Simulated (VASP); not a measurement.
LaTaTl3, 5 atoms in the cell. Symmetry: R-3m, No. 166, trigonal system. The conventional cell has a = 6.944 Å, b = 6.944 Å, c = 11.576 Å, α = 90.00°, β = 90.00°, γ = 120.00°. La (site symmetry -3m) has 6 Tl at 2.78 Å within 3.7 Å. Ta (site symmetry -3m) has 12 Tl at 3.47 to 4.35 Å and 6 La at 4.45 Å within 4.6 Å. Within 3.7 Å of Tl (site symmetry 2/m) lie 2 La at 2.78 Å and 4 Tl at 3.47 Å and 2 Ta at 3.47 Å. The cell was generated, and may not be a known phase.

* Program: VASP 6.6.1
* Task: single point
* Functional: PBE
* Potentials or basis: VASP PAW PBE potentials, release 64 (La, Ta_pv, Tl_d)
* Cutoff: 520 eV
* k mesh: 3 × 3 × 3
* Occupations: gaussian, width 0.1 eV
* Spin: no spin polarisation
* Dipole correction: no
* Further INCAR settings: ALGO = Normal; EDIFF = 1e-06; NBANDS = 38

Potentials or basis: VASP PAW PBE potentials, release 64 (La, Ta_pv, Tl_d).

Command:

```sh
$ cat potpaw_PBE.64/La/POTCAR potpaw_PBE.64/Ta_pv/POTCAR potpaw_PBE.64/Tl_d/POTCAR > POTCAR
$ mpirun -np 1 vasp_std > vasp.out
```

Hardware: 1 thread of Intel(R) Xeon(R) 6975P-C (Granite Rapids), on a shared host.

Question: Estimate the wall time of this run.

Answer: It took 50 s on 1 thread of Intel(R) Xeon(R) 6975P-C (Granite Rapids) (shared host), peak memory 0.28 GiB. Counts: scf iterations 19, k points 6.
